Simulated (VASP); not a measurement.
# TiSi3 (Fm-3m) in VASP: notebook

The runs below take TiSi3 through single point, relaxation of cell and atoms, with PBEsol.

Program: VASP 6.6.1. These are calculated values, not measurements. Logs are shortened: lines on timing, memory, paths and dates and some standing lists are left out, and cuts for length are marked.

### Step 1. The cell of the first run

It takes space group Fm-3m (No. 225, cubic). The conventional cell has a = 6.165 Å, b = 6.165 Å, c = 6.165 Å, α = 90.00°, β = 90.00°, γ = 90.00°. Si (site symmetry -43m) has 4 Ti at 2.67 Å and 10 Si at 2.67 to 3.08 Å within 3.5 Å. Within 3.5 Å of Si (site symmetry m-3m) lie 8 Si at 2.67 Å and 6 Ti at 3.08 Å. Within 3.5 Å of Ti (site symmetry m-3m) lie 14 Si at 2.67 to 3.08 Å.

### Step 2. Single point, PBEsol

The input, INCAR:

```
SYSTEM = TiSi3
ALGO = Normal
EDIFF = 1E-6
ENCUT = 520
GGA = PS
ISIF = 2
ISMEAR = 0
LASPH = .TRUE.
LCHARG = .FALSE.
LREAL = .FALSE.
LWAVE = .FALSE.
NBANDS = 20
NELM = 100
PREC = Accurate
SIGMA = 0.1
```

The input, KPOINTS:

```
k-points
0
G
  12 12 12
  0 0 0
```

The input, POSCAR:

```
TiSi3
1.0
    0.0000000000     -3.0824092447      3.0824092447
    3.0824092447     -3.0824092447      0.0000000000
    3.0824092447      0.0000000000      3.0824092447
Si Ti
3 1
Direct
    0.0000000000      0.0000000000      0.0000000000
    0.2500000000      0.2500000000      0.2500000000
    0.5000000000      0.5000000000      0.5000000000
    0.7500000000      0.7500000000      0.7500000000
```

Potentials or basis: VASP PAW PBE potentials, release 64 (Si, Ti_sv).

The run is started by

```sh
$ cat potpaw_PBE.64/Si/POTCAR potpaw_PBE.64/Ti_sv/POTCAR > POTCAR
$ mpirun -np 1 vasp_std > vasp.out
```

OUTCAR:

```text
SYSTEM = TiSi3
   EDIFF = 1E-6
   ENCUT = 520
   GGA = PS
   ISIF = 2
   ISMEAR = 0
   LASPH = .TRUE.
   LREAL = .FALSE.
   NELM = 100
   PREC = Accurate

 ion  position               nearest neighbor table
   1  0.000  0.000  0.000-   2 2.67   4 2.67   4 2.67   4 2.67   4 2.67   2 2.67   2 2.67   2 2.67
                             3 3.08   3 3.08   3 3.08   3 3.08   3 3.08   3 3.08
   2  0.250  0.250  0.250-   1 2.67   3 2.67   1 2.67   1 2.67   1 2.67   3 2.67   3 2.67   3 2.67

   3  0.500  0.500  0.500-   2 2.67   4 2.67   2 2.67   2 2.67   2 2.67   4 2.67   4 2.67   4 2.67
                             1 3.08   1 3.08   1 3.08   1 3.08   1 3.08   1 3.08
   4  0.750  0.750  0.750-   1 2.67   3 2.67   3 2.67   3 2.67   3 2.67   1 2.67   1 2.67   1 2.67

  LATTYP: Found a face centered cubic cell.
 ALAT       =     6.1648184894

  Lattice vectors:

 A1 = (   0.0000000000,  -3.0824092447,   3.0824092447)
 A2 = (   3.0824092447,  -3.0824092447,   0.0000000000)
 A3 = (   3.0824092447,   0.0000000000,   3.0824092447)

Analysis of symmetry for initial positions (statically):
=====================================================================
 Subroutine PRICEL returns:
 Original cell was already a primitive cell.

 Routine SETGRP: Setting up the symmetry group for a
 face centered cubic supercell.

 Subroutine GETGRP returns: Found 48 space group operations
 (whereof 24 operations were pure point group operations)
 out of a pool of 48 trial point group operations.

The static configuration has the point symmetry T_d .
 The point group associated with its full space group is O_h .

Analysis of symmetry for dynamics (positions and initial velocities):
=====================================================================
 Subroutine PRICEL returns:
 Original cell was already a primitive cell.

 Routine SETGRP: Setting up the symmetry group for a
 face centered cubic supercell.

 Subroutine GETGRP returns: Found 48 space group operations
 (whereof 24 operations were pure point group operations)
 out of a pool of 48 trial point group operations.

The dynamic configuration has the point symmetry T_d .
 The point group associated with its full space group is O_h .

 Subroutine INISYM returns: Found 48 space group operations
 (whereof 24 operations are pure point group operations),
 and found     1 'primitive' translations

----------------------------------------------------------------------------------------

                                     Primitive cell

  volume of cell :      58.5735

  direct lattice vectors                    reciprocal lattice vectors
     0.000000000 -3.082409245  3.082409245    -0.162210777 -0.162210777  0.162210777
     3.082409245 -3.082409245  0.000000000     0.162210777 -0.162210777 -0.162210777
     3.082409245  0.000000000  3.082409245     0.162210777  0.162210777  0.162210777

  length of vectors
     4.359184959  4.359184959  4.359184959     0.280957308  0.280957308  0.280957308

  position of ions in fractional coordinates (direct lattice)
     0.000000000  0.000000000  0.000000000
     0.250000000  0.250000000  0.250000000
     0.500000000  0.500000000  0.500000000
     0.750000000  0.750000000  0.750000000

  ion indices of the primitive-cell ions
   primitive index   ion index
                 1           1
                 2           2
                 3           3
                 4           4

----------------------------------------------------------------------------------------

 KPOINTS: k-points

Automatic generation of k-mesh.
 Grid dimensions read from file:
 generate k-points for:   12   12   12

 Generating k-lattice:

  Cartesian coordinates                     Fractional coordinates (reciprocal lattice)
    -0.013517565 -0.013517565  0.013517565     0.083333333  0.000000000  0.000000000
     0.013517565 -0.013517565 -0.013517565     0.000000000  0.083333333  0.000000000
     0.013517565  0.013517565  0.013517565     0.000000000  0.000000000  0.083333333

  Length of vectors
     0.023413109  0.023413109  0.023413109

  Shift w.r.t. Gamma in fractional coordinates (k-lattice)
     0.000000000  0.000000000  0.000000000

 Subroutine IBZKPT returns following result:
 ===========================================

 Found     72 irreducible k-points:

 Following reciprocal coordinates:
            Coordinates               Weight
  0.000000  0.000000  0.000000      1.000000
  0.083333  0.000000  0.000000      8.000000
  0.166667  0.000000  0.000000      8.000000
  0.250000  0.000000  0.000000      8.000000
  0.333333  0.000000  0.000000      8.000000
  0.416667  0.000000  0.000000      8.000000
[... 16 lines left out ...]
  0.500000  0.166667  0.000000     24.000000
 -0.416667  0.166667  0.000000     24.000000
 [... further k-points ...]
   k-points           NKPTS =     72   k-points in BZ     NKDIM =     72   number of bands    NBANDS=     20
   number of dos      NEDOS =    301   number of ions     NIONS =      4
   total plane-waves  NPLWV =  32768
   dimension x,y,z NGX =    32 NGY =   32 NGZ =   32
   dimension x,y,z NGXF=    64 NGYF=   64 NGZF=   64
   ions per type =               3   1
   NGX,Y,Z   is equivalent  to a cutoff of  12.20, 12.20, 12.20 a.u.
   NGXF,Y,Z  is equivalent  to a cutoff of  24.41, 24.41, 24.41 a.u.
 SYSTEM =  TiSi3
   PREC   = accura    normal or accurate (medium, high low for compatibility)
   ISTART =      0    job   : 0-new  1-cont  2-samecut
   ICHARG =      2    charge: 1-file 2-atom 10-const
   ISPIN  =      1    spin polarized calculation?
   LNONCOLLINEAR =      F non collinear calculations
   LSORBIT =      F    spin-orbit coupling
   LASPH  =      T    aspherical Exc in radial PAW
   ENCUT  =  520.0 eV  38.22 Ry    6.18 a.u.   8.11  8.11  8.11*2*pi/ulx,y,z
   NELM   =    100;   NELMIN=  2; NELMDL= -5     # of ELM steps
   EDIFF  = 0.1E-05   stopping-criterion for ELM
   LREAL  =      F    real-space projection
   EDIFFG = 0.1E-04   stopping-criterion for IOM
   NSW    =      0    number of steps for IOM
   IBRION =     -1    ionic relax: 0-MD 1-quasi-New 2-CG
   NFREE  =      0    steps in history (QN), initial steepest desc. (CG)
   ISIF   =      2    stress and relaxation
   ISYM   =      2    0-nonsym 1-usesym 2-fastsym
   POTIM  = 0.5000    time-step for ionic-motion
   TEBEG  =    0.0;   TEEND  =   0.0 temperature during run
   PSTRESS=    0.0 pullay stress
   NELECT =      24.0000    total number of electrons
   NUPDOWN=      -1.0000    fix difference up-down
   EMIN   =  10.00;   EMAX   =-10.00  energy-range for DOS
   EFERMI =   0.00;   METHOD = LEGACY
   ISMEAR =     0;   SIGMA  =   0.10  broadening in eV -4-tet -1-fermi 0-gaus
   EFERMI_NEDOS =   21; number of points for ismear=-14 and -15
   IALGO  =     38    algorithm
   IMIX   =      4    mixing-type and parameters
     AMIX     =   0.40;   BMIX     =  1.00
     AMIX_MAG =   1.60;   BMIX_MAG =  1.00
  volume/ion in A,a.u.               =      14.64        98.82
  Fermi-wavevector in a.u.,A,eV,Ry     =   1.215939  2.297791 20.116302  1.478506
  Thomas-Fermi vector in A             =   2.351309
   LORBIT       =      0    0 simple, 1 ext, 2 COOP (PROOUT), +10 PAW based schemes
   GGA     = PS    functional components
   LHFCALC =     F    Hartree Fock is set to
   AEXX    =    0.0000 exact exchange contribution
   IVDW    =     0    specifies the selected vdW correction
   LEPSILON=     F    determine dielectric tensor
   LRPA    =     F    only Hartree local field effects (RPA)
 non-spin polarized calculation
 Gauss-broadening in eV      SIGMA  =   0.10
  energy-cutoff  :      520.00
  volume of cell :       58.57
 maximum number of plane-waves:      1604
   NGX = 17   NGY = 17   NGZ = 17

 number of electron      23.9999995 magnetization

 Free energy of the ion-electron system (eV)
  ---------------------------------------------------
  ext. energy  EPLUGINS =         0.00000000
  ---------------------------------------------------
  free energy    TOTEN  =       -24.74487643 eV

  energy without entropy =      -24.72038259  energy(sigma->0) =      -24.73262951

 E-fermi :   9.9919     XC(G=0): -11.5100

 val. band max:        9.9904771801   @ k =  -0.4167   0.4167   0.1667
 cond. band min:      10.0007216655   @ k =   0.4167   0.3333   0.0000
 fundamental gap:      0.0102444855
 Fermi energy:         9.9918877670

 k-point     1 :       0.0000    0.0000    0.0000
  band No.  band energies     occupation
      1     -46.4902      2.00000
      2     -22.9004      2.00000
      3     -22.9004      2.00000
      4     -22.9004      2.00000
      5      -3.1428      2.00000
      6       6.1718      2.00000
[... 12 lines left out ...]
     19      13.9115      0.00000
     20      13.9115      0.00000

 k-point     2 :       0.0833    0.0000    0.0000
  band No.  band energies     occupation
      1     -46.4901      2.00000
      2     -22.9014      2.00000
      3     -22.9005      2.00000
      4     -22.9005      2.00000
      5      -3.0620      2.00000
      6       5.2131      2.00000
[... 12 lines left out ...]
     19      14.0466      0.00000
     20      14.0466      0.00000

 k-point     3 :       0.1667    0.0000    0.0000
  band No.  band energies     occupation
      1     -46.4900      2.00000
      2     -22.9045      2.00000
      3     -22.9009      2.00000
      4     -22.9009      2.00000
      5      -2.8213      2.00000
      6       4.0277      2.00000
[... 12 lines left out ...]
     19      14.2931      0.00000
     20      14.2931      0.00000

 k-point     4 :       0.2500    0.0000    0.0000
  band No.  band energies     occupation
      1     -46.4899      2.00000
      2     -22.9086      2.00000
      3     -22.9015      2.00000
      4     -22.9015      2.00000
      5      -2.4272      2.00000
      6       2.8482      2.00000
[... 429 lines left out ...]
 k-point    23 :       0.5000    0.1667    0.0000
  band No.  band energies     occupation
      1     -46.4895      2.00000
      2     -22.9151      2.00000
      3     -22.9051      2.00000
      4     -22.9036      2.00000
      5      -0.7815      2.00000
      6       0.6889      2.00000
[... 12 lines left out ...]
     19      15.2389      0.00000
     20      15.9711      0.00000

 k-point    24 :      -0.4167    0.1667    0.0000
  band No.  band energies     occupation
      1     -46.4895      2.00000
      2     -22.9152      2.00000
      3     -22.9056      2.00000
      4     -22.9033      2.00000
      5      -0.6080      2.00000
      6       0.4809      2.00000
[... 12 lines left out ...]
     19      14.5874      0.00000
     20      14.8619      0.00000

 [... further k-points ...]
[... 5 lines left out ...]
  --------------------------------------------------------------------------------------
  -------------------------------------------------------------------------------------
  Total       -0.0078260     -0.0078260     -0.0078260      0.0000000      0.0000000     -0.0000000
  in kB       -0.2140656     -0.2140656     -0.2140656      0.0000000      0.0000000     -0.0000000
  external PRESSURE =      -0.2140656 kB  Pullay stress =       0.0000000 kB

 VOLUME and BASIS-vectors are now :
 -----------------------------------------------------------------------------
  energy-cutoff  :      520.00
  volume of cell :       58.57
      direct lattice vectors                 reciprocal lattice vectors
     0.000000000 -3.082409245  3.082409245    -0.162210777 -0.162210777  0.162210777
     3.082409245 -3.082409245  0.000000000     0.162210777 -0.162210777 -0.162210777
     3.082409245  0.000000000  3.082409245     0.162210777  0.162210777  0.162210777

 POSITION                                       TOTAL-FORCE (eV/Angst)
 -----------------------------------------------------------------------------------
      0.00000      0.00000      0.00000        -0.000000      0.000000     -0.000000
      1.54120     -1.54120      1.54120         0.000000      0.000000      0.000000
      3.08241     -3.08241      3.08241         0.000000     -0.000000      0.000000
      4.62361     -4.62361      4.62361         0.000000     -0.000000      0.000000
 -----------------------------------------------------------------------------------
    total drift:                               -0.000000     -0.000000     -0.000000

  FREE ENERGIE OF THE ION-ELECTRON SYSTEM (eV)
  ---------------------------------------------------
  free  energy   TOTEN  =       -24.7448764311 eV

  energy  without entropy=      -24.7203825947  energy(sigma->0) =      -24.73262951
```

Wall time 47 s (1 thread of Intel Xeon Platinum 8259CL at 2.50GHz (Skylake/Cascade Lake), shared host); peak memory 0.22 GiB.

Results:

* Free energy: -24.7449 eV
* Pressure: 0.0 GPa
* Band gap on the k mesh: zero (band 12 reaches 10.21 eV, above the bottom of band 13 at 8.95 eV)

Caveat: the PAW data sets were made with another functional, which shifts forces and pressure a little.

### Step 3. Relaxation of cell and atoms, PBEsol

This run uses another cell than the first one, of 14.80 Å³/atom, 1.010 times its volume.

The input, INCAR:

```
SYSTEM = TiSi3
  ALGO = Normal
  EDIFF = 1E-7
  EDIFFG = -0.015
  ENCUT = 600
  GGA = PS
  IBRION = 2
  ISIF = 3
  ISMEAR = 0
  LASPH = .True.
  LCHARG = .False.
  LREAL = .False.
  LWAVE = .False.
  NELM = 60
  NSW = 80
  PREC = Accurate
  SIGMA = 0.1
```

The input, KPOINTS:

```
k-points
0
Gamma
  12 12 12
  0 0 0
```

The input, POSCAR:

```
TiSi3
1.0
    0.0000000000     -3.0931507689      3.0931507689
    3.0931507689     -3.0931507689      0.0000000000
    3.0931507689      0.0000000000      3.0931507689
Si Ti
3 1
Direct
    0.0000000000      0.0000000000      0.0000000000
    0.2500000000      0.2500000000      0.2500000000
    0.5000000000      0.5000000000      0.5000000000
    0.7500000000      0.7500000000      0.7500000000
```

Potentials or basis: VASP PAW PBE potentials, release 64 (Si, Ti_sv).

The run is started by

```sh
$ cat potpaw_PBE.64/Si/POTCAR potpaw_PBE.64/Ti_sv/POTCAR > POTCAR
$ mpirun -np 1 vasp_std > vasp.out
```

It took 3.3 min on 1 thread of Intel Xeon Platinum 8375C at 2.90GHz (Ice Lake), shared host; peak memory 0.25 GiB.

It converged, with:

| Quantity | Value |
| --- | --- |
| Free energy | -24.7449 eV |
| Relaxed volume | 14.64 Å³/atom |
| Relaxed cell | a = 4.359 Å, b = 4.359 Å, c = 4.359 Å, α = 60.00°, β = 60.00°, γ = 60.00° |
| Space group after relaxing (to 0.05 Å) | Fm-3m (No. 225) |
| Energy gained by relaxing | 0.5 meV/atom |
| Ionic steps | 3 |
| Pressure after relaxing | 0.0 GPa |
| Band gap on the k mesh | zero (band 12 reaches 10.21 eV, above the bottom of band 13 at 8.95 eV) |

Step by step:
```csv
step,energy change (eV),largest force (eV/Å),pressure (GPa),volume (Å³)
1,0.0000,0.0000,-1.03,59.19
2,-0.0018,0.0000,0.35,58.37
3,-0.0020,0.0000,0.01,58.57
```

Final structure:
```yaml
crystal:
  lattice:
    - [0.00000, -3.08240, 3.08240]
    - [3.08240, -3.08240, 0.00000]
    - [3.08240, 0.00000, 3.08240]
  atoms:
    - { symbol: Si, position: [0.00000, 0.00000, 0.00000] }
    - { symbol: Si, position: [0.25000, 0.25000, 0.25000] }
    - { symbol: Si, position: [0.50000, 0.50000, 0.50000] }
    - { symbol: Ti, position: [0.75000, 0.75000, 0.75000] }
```

Levels at points of the mesh, in eV from the Fermi level:
| k point | band 8 | band 9 | band 10 | band 11 | band 12 | band 13 | band 14 | band 15 | band 16 |
| --- | --- | --- | --- | --- | --- | --- | --- | --- | --- |
| (0.00, 0.00, 0.00) | -3.82 | -3.47 | -1.90 | -1.90 | -1.90 | -1.04 | -0.56 | -0.56 | 2.64 |
| (0.50, 0.00, 0.00) | -4.45 | -4.14 | -1.70 | -1.70 | -1.45 | -0.11 | -0.11 | 2.91 | 2.91 |
| (0.50, 0.50, 0.00) | -5.33 | -5.33 | -2.67 | -0.07 | -0.07 | 0.59 | 1.87 | 3.06 | 4.53 |

Caveat: the PAW data sets were made with another functional, which shifts forces and pressure a little.
